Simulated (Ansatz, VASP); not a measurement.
## GaAs: VASP beside Ansatz

Contents of INCAR:

```
SYSTEM = GaAs
PREC = Accurate
ENCUT = 500
EDIFF = 1E-6
ISMEAR = 0
SIGMA = 0.01
LREAL = .FALSE.
LASPH = .TRUE.
NELM = 120
ALGO = Normal
ISIF = 2
LWAVE = .FALSE.
LCHARG = .FALSE.
NBANDS = 16
GGA_COMPAT = .FALSE.
```

Contents of KPOINTS:

```
regular mesh
0
G
  8 8 8
  0 0 0
```

File POSCAR:

```
GaAs
1.0
    2.7046804954      2.7046804954      0.0000000000
   -2.7046804954      2.7046804954      0.0000000000
    0.0000000000      2.7046804954      2.7046804954
Ga As
1 1
Direct
    0.0000000000      0.0000000000      0.0000000000
    0.7500000000      0.2500000000      0.5000000000
```

Input for Ansatz:

```yaml
crystal:
  lattice:
    - [2.70468049536, 2.70468049536, 0.0]
    - [-2.70468049536, 2.70468049536, 0.0]
    - [0.0, 2.70468049536, 2.70468049536]
  atoms:
    - { symbol: Ga, position: [0.0, 0.0, 0.0] }
    - { symbol: As, position: [0.75, 0.25, 0.5] }
kpoints:
  mp_grid: { grid: [8, 8, 8] }
scf:
  occupations: { method: fixed }
  convergence: { dr2_threshold: 1.0e-10 }
hamiltonian:
  xc: lda
  pseudopotentials: { kind: all_electron, lapw: { basis_error: 0.0005 } }
output:
  forces: true
  stress: true
  eigenstates:
    kpoints:
      - [0.0, 0.0, 0.0]
      - [0.5, 0.0, 0.0]
      - [0.0, 0.5, 0.5]
      - [0.0, -0.5, 0.0]
      - [0.5, 0.0, 0.5]
      - [0.431025135, -0.431025135, 0.0]
      - [0.431025135, 0.431025135, 0.431025136]
      - [0.0, 0.0, 0.431025135]
      - [-0.5, -0.5, -0.5]
      - [-0.5, 0.5, 0.0]
      - [0.0, 0.0, -0.5]
  eigenvalues: true
```

Alike in both runs: task single point; functional LDA; k mesh 8 × 8 × 8; no spin polarisation.

|  | VASP | Ansatz |
| --- | --- | --- |
| version | VASP 6.6.1 | Ansatz 0.2.0 |
| potentials or method | VASP PAW LDA potentials, release 64 (Ga_d, As), cutoff 500 eV | all-electron LAPW, scalar-relativistic |
| occupations | gaussian, width 0.01 eV | fixed |

VASP gave:

| Item | Value |
| --- | --- |
| gap on the k mesh at the Fermi level (eV) | 1.07 |
| pressure (GPa) | 10.5 |

Estimate Ansatz's values.

gap on the k mesh at the Fermi level (eV): 1.08; pressure (GPa): 10.0.

LDA's correlation is that of Perdew and Zunger in VASP and of Perdew and Wang (1992) in Ansatz. Ansatz ran all-electron here, and VASP with PAW potentials.
